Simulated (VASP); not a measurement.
Write the native input for VASP 6.6.1 that does the following.

- Task: single point
- Functional: r2SCAN
- Potentials or basis: VASP PAW PBE potentials, release 64 (K_sv, Br)
- Cutoff: 520 eV
- k mesh: 6 × 6 × 6
- Occupations: fermi-dirac, width 0.02 eV
- Spin: no spin polarisation
- Dipole correction: no
- Further INCAR settings: ALGO = Normal; EDIFF = 1e-06; NBANDS = 15

KBr:

```
K Br
1.0
     3.97587    0.00000    0.00000
     0.00000    3.97587    0.00000
     0.00000    0.00000    3.97587
K Br
1 1
Direct
  0.00000 0.00000 0.00000
  0.50000 0.50000 0.50000
```

These files were run (other wordings do the same):

POSCAR

```
KBr
1.0
    3.9758688753      0.0000000000      0.0000000000
    0.0000000000      3.9758688753      0.0000000000
    0.0000000000      0.0000000000      3.9758688753
K Br
1 1
Direct
    0.0000000000      0.0000000000      0.0000000000
    0.5000000000      0.5000000000      0.5000000000
```

INCAR.step1

```
SYSTEM = KBr
PREC = Accurate
ENCUT = 520
ISMEAR = -1
SIGMA = 0.02
LREAL = .False.
LASPH = .True.
NELM = 60
NBANDS = 15
GGA = PE
ALGO = Normal
EDIFF = 1E-4
LWAVE = .True.
LCHARG = .False.
```

INCAR.step2

```
SYSTEM = KBr
PREC = Accurate
ENCUT = 520
EDIFF = 1E-6
ISMEAR = -1
SIGMA = 0.02
LREAL = .False.
LASPH = .True.
NELM = 60
ALGO = Normal
ISIF = 2
LWAVE = .False.
LCHARG = .False.
METAGGA = R2SCAN
LMIXTAU = .True.
NBANDS = 15
ISTART = 1
```

KPOINTS

```
regular mesh
0
Gamma
  6 6 6
  0 0 0
```

Potentials or basis: VASP PAW PBE potentials, release 64 (K_sv, Br).

Run with:

```bash
$ cat potpaw_PBE.64/K_sv/POTCAR potpaw_PBE.64/Br/POTCAR > POTCAR
$ cp INCAR.step1 INCAR
$ mpirun -np 1 vasp_std > vasp.out
$ cp INCAR.step2 INCAR
$ mpirun -np 1 vasp_std > vasp.out
```

It gave:

```
Pressure               : 0.0 GPa
Band gap on the k mesh : 4.77 eV, indirect (least direct gap 5.05 eV)
```

Caveat: the PAW data sets were made with another functional, which shifts forces and pressure a little.

Run time: 56 s on 1 thread of Intel(R) Xeon(R) Platinum 8488C (Sapphire Rapids), with other jobs on the host, peak memory 0.17 GiB.
